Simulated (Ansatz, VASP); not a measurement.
**One calculation of HfZrS4, two programs**

Contents of INCAR:

```
  PREC = Accurate
  ENCUT = 520
  EDIFF = 1E-7
  ISMEAR = 0
  SIGMA = 0.1
  LREAL = F
  LASPH = T
  NELM = 80
  ALGO = Normal
  ISIF = 2
  LWAVE = F
  LCHARG = T
  GGA = PE
  LELF = T
  LVHAR = T
  NBANDS = 32
```

Contents of KPOINTS:

```
regular mesh
0
Gamma
  6 6 6
```

POSCAR

```
HfZrS4
1.0
    6.5989808300     -1.8034687700      0.0000000000
    6.5989808300      1.8034687700      0.0000000000
   -2.9572744900      0.0000000000      5.5031375500
Zr Hf S
1 1 4
Direct
    0.0000000000      0.0000000000      0.0000000000
    0.5000000000      0.5000000000      0.5000000000
    0.3754000000      0.3754000000      0.0420666700
    0.8754000000      0.8754000000      0.5420666700
    0.6246000000      0.6246000000      0.9579333300
    0.1246000000      0.1246000000      0.4579333300
```

Input for Ansatz:

```yaml
crystal:
  lattice:
    - [6.59898083, -1.80346877, 0.0]
    - [6.59898083, 1.80346877, 0.0]
    - [-2.95727449, 0.0, 5.50313755]
  atoms:
    - { symbol: Zr, position: [0.0, 0.0, 0.0] }
    - { symbol: Hf, position: [0.5, 0.5, 0.5] }
    - { symbol: S, position: [0.3754, 0.3754, 0.04206667] }
    - { symbol: S, position: [0.8754, 0.8754, 0.54206667] }
    - { symbol: S, position: [0.6246, 0.6246, 0.95793333] }
    - { symbol: S, position: [0.1246, 0.1246, 0.45793333] }
basis:
  ecutwfc: 420
kpoints:
  mp_grid: { grid: [6, 6, 6] }
hamiltonian:
  xc: pbe
scf:
  occupations: { method: gaussian, width: 0.1 }
  lower_state_search: "off"
output:
  forces: true
  stress: true
  eigenvalues: true
```

Alike in both runs: task single point; functional PBE; k mesh 6 × 6 × 6; occupations gaussian, width 0.1 eV; no spin polarisation.

|  | VASP | Ansatz |
| --- | --- | --- |
| version | VASP 6.6.1 | Ansatz 0.2.0 |
| potentials or method | VASP PAW PBE potentials, release 64 (Zr_sv, Hf_pv, S), cutoff 520 eV | scalar-relativistic, plane waves, PAW |
| valence electrons in the cell | 46 | 62 |

```tsv
	VASP	Ansatz	Ansatz less VASP
gap on the k mesh at the Fermi level (eV)	0.85	0.84	-0.014
least direct gap on the mesh (eV)	0.85	0.84	-0.014
pressure (GPa)	3.8	4.1	+0.30
traceless stress, the component that is largest in VASP (GPa)	0.20	0.23	+0.029
rms of the force components (eV/Å)	0.131	0.129	-0.0018
```

Atom by atom the forces differ by 0.022 eV/Å (rms over components). VASP's potentials hold 46 valence electrons a cell and Ansatz's 62, so a difference there can come from the potentials and not from the codes.

Neither program's run includes spin-orbit coupling.
